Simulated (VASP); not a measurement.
Input of a VASP 6.6.1 run:

File INCAR:

```
PREC = Accurate ; ENCUT = 520
EDIFF = 1E-6 ; ISMEAR = 0
SIGMA = 0.05 ; LREAL = F
LASPH = T ; NELM = 100
ALGO = Normal ; ISIF = 2
LWAVE = F ; LCHARG = F
GGA = B5 ; ALDAX = 1.0
AGGAX = 1.0 ; AGGAC = 1.0
ALDAC = 0.0 ; NBANDS = 11
```

The input KPOINTS:

```
regular mesh
0
Gamma
  8 8 8
```

The input POSCAR:

```
BP
1.0
    0.0000000000      2.2991273575      2.2991273575
    2.2991273575      0.0000000000      2.2991273575
    2.2991273575      2.2991273575      0.0000000000
B P
1 1
Direct
    0.0000000000      0.0000000000      0.0000000000
    0.7500000000      0.7500000000      0.7500000000
```

Potentials or basis: VASP PAW PBE potentials, release 64 (B, P).

Run with:

```bash
$ cat potpaw_PBE.64/B/POTCAR potpaw_PBE.64/P/POTCAR > POTCAR
$ mpirun -np 1 vasp_std > vasp.out
```

Estimate the band gap on the k mesh.

1.60 eV, indirect (least direct gap 3.52 eV).

What does it give for the pressure?

-0.4 GPa.

Caveat: the PAW data sets were made with another functional, which shifts forces and pressure a little. A k mesh can miss the band edges.
